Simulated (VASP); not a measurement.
A run of VASP 6.6.1:

The input INCAR:

```
  ALGO = Normal
  EDIFF = 1E-6
  ENCUT = 520
  GGA = PE
  ISIF = 2
  ISMEAR = 0
  LASPH = T
  LCHARG = F
  LREAL = F
  LWAVE = F
  NBANDS = 22
  NELM = 80
  PREC = Accurate
  SIGMA = 0.1
```

Contents of KPOINTS:

```
k-points
0
Gamma
  18 18 4
```

Contents of POSCAR:

```
InAs3
1.0
    2.9775949216      0.0000000000      0.0000000000
   -1.4887974608      2.5786728443      0.0000000000
    0.0000000000      0.0000000000     11.2927189858
In As
1 3
Direct
    0.0000000000      0.0000000000      0.5000000000
    0.0000000000      0.0000000000      0.7575166193
    0.0000000000      0.0000000000      0.2424833807
    0.0000000000      0.0000000000      0.0000000000
```

Potentials or basis: VASP PAW PBE potentials, release 64 (In_d, As).

Run with:

```sh
$ cat potpaw_PBE.64/In_d/POTCAR potpaw_PBE.64/As/POTCAR > POTCAR
$ mpirun -np 1 vasp_std > vasp.out
```

Hardware: 1 thread of Intel Xeon 8259CL, on a shared host.

Task: Estimate the wall time of this run.

Result: It took 3.7 min on 1 thread of Intel Xeon 8259CL, on a shared host, peak memory 0.35 GiB. Counts: scf iterations 12, k points 111.
